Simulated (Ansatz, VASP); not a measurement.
Two plane-wave programs on NiO

Contents of POSCAR:

```
NiO
1.0
    0.0000000000      2.0913095100      2.0913095100
    2.0913095100      0.0000000000      2.0913095100
    2.0913095100      2.0913095100      0.0000000000
Ni O
1 1
Direct
    0.0000000000      0.0000000000      0.0000000000
    0.5000000000      0.5000000000      0.5000000000
```

Contents of INCAR.step1:

```
SYSTEM = NiO
PREC     = Accurate       ! precision mode
ENCUT    = 660            ! plane-wave cutoff, eV
ISMEAR   = -1             ! smearing method
SIGMA    = 0.05           ! smearing width, eV
LREAL    = .FALSE.        ! projectors in reciprocal space
LASPH    = .TRUE.         ! aspherical terms in the spheres
NELM     = 200            ! most SCF steps
ISPIN    = 2              ! spin polarisation
MAGMOM   = 1 0            ! initial moments
LMAXMIX  = 4              ! l up to which the mixer works
NBANDS   = 23             ! bands
GGA      = PE             ! functional
ALGO     = Normal         ! electronic algorithm
EDIFF    = 1E-5           ! SCF threshold, eV
LWAVE    = .TRUE.         ! write WAVECAR
LCHARG   = .FALSE.        ! write CHGCAR
GGA_COMPAT= .FALSE.
```

INCAR.step2

```
SYSTEM = NiO
PREC     = Accurate       ! precision mode
ENCUT    = 660            ! plane-wave cutoff, eV
EDIFF    = 1E-6           ! SCF threshold, eV
ISMEAR   = -1             ! smearing method
SIGMA    = 0.05           ! smearing width, eV
LREAL    = .FALSE.        ! projectors in reciprocal space
LASPH    = .TRUE.         ! aspherical terms in the spheres
NELM     = 200            ! most SCF steps
ALGO     = Normal         ! electronic algorithm
ISIF     = 2              ! what is computed and relaxed
LWAVE    = .FALSE.        ! write WAVECAR
LCHARG   = .FALSE.        ! write CHGCAR
ISPIN    = 2              ! spin polarisation
MAGMOM   = 1 0            ! initial moments
LORBIT   = 11             ! projections on sites
LMAXMIX  = 4              ! l up to which the mixer works
METAGGA  = R2SCAN         ! meta-GGA
LMIXTAU  = .TRUE.       
NBANDS   = 23             ! bands
ISTART   = 1            
GGA_COMPAT= .FALSE.
```

Contents of KPOINTS:

```
regular mesh
0
G
  6 6 6
  0 0 0
```

File input.yaml:

```yaml
crystal:
  lattice:
    - [0.0, 2.09130951, 2.09130951]
    - [2.09130951, 0.0, 2.09130951]
    - [2.09130951, 2.09130951, 0.0]
  atoms:
    - { symbol: Ni, position: [0.0, 0.0, 0.0], spin: 1.0 }
    - { symbol: O, position: [0.5, 0.5, 0.5] }
hamiltonian:
  xc: r2scan
  pseudopotentials: { kind: paw }
magnetization:
  spin_polarized: true
kpoints:
  mp_grid: { grid: [6, 6, 6] }
scf:
  occupations: { method: fermi_dirac, width: 0.05 }
  n_extra_bands: 6
output:
  forces: true
  stress: true
  eigenvalues: true
  dos: { projected: true, de: 0.05, nscf_kmesh: { grid: [9, 9, 9] } }
```

Alike in both runs: functional r2SCAN; k mesh 6 × 6 × 6; occupations fermi-dirac, width 0.05 eV; collinear spin.

```csv
,VASP,Ansatz
version,VASP 6.6.1,Ansatz 0.2.0
potentials or method,"VASP PAW PBE potentials, release 64 (Ni_sv_GW, O)",Ansatz PAW
plane-wave cutoff (eV),660,500
valence electrons in the cell,24,24
task,single point,projected density of states
```

|  | VASP | Ansatz | Ansatz less VASP |
| --- | --- | --- | --- |
| gap on the k mesh at the Fermi level (eV) | 0.83 | 0.81 | -0.026 |
| least direct gap on the mesh (eV) | 1.90 | 1.87 | -0.033 |
| pressure (GPa) | -0.9 | 0.9 | +1.86 |
| net moment per atom (μB) | 1.00 | 1.00 | 0.000 |
| size of the moment on the site where the two differ most (μB) | 1.70 | 1.67 | -0.034 |

VASP's potentials were made for PBE, not for r2SCAN. Site moments also hang on the region over which each program counts them.

The k mesh is coarse, so the values compare programs but aren't converged. Noted on Ansatz's run: the magnetic or orbital state may not be the lowest.
